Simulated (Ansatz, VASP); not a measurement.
## One calculation of GaN, two programs

```xyz
2
Lattice="0.0000 2.4953 2.4953 2.4953 0.0000 2.4953 2.4953 2.4953 0.0000" Properties=species:S:1:pos:R:3 pbc="T T T"
Ga    0.0000    0.0000    0.0000
N     3.7430    3.7430    3.7430
```

Alike in both runs: task single point; functional PBEsol; k mesh 14 × 14 × 14; occupations gaussian, width 0.1 eV; no spin polarisation.

|  | VASP | Ansatz |
| --- | --- | --- |
| version | VASP 6.6.1 | Ansatz 0.2.0 |
| potentials or method | VASP PAW PBE potentials, release 64 (Ga_d, N), cutoff 520 eV | scalar-relativistic, plane waves, PAW |
| valence electrons in the cell | 18 | 18 |

|  | VASP | Ansatz | Ansatz less VASP |
| --- | --- | --- | --- |
| gap on the k mesh at the Fermi level (eV) | none | none | - |
| pressure (GPa) | -28.9 | -28.9 | -0.04 |

VASP's potentials were made for PBE, not for PBEsol. A gap of «none» marks a metal or a gap that the smearing closes. Both programs put the cell under strong tension, so it lies far from rest at this level.
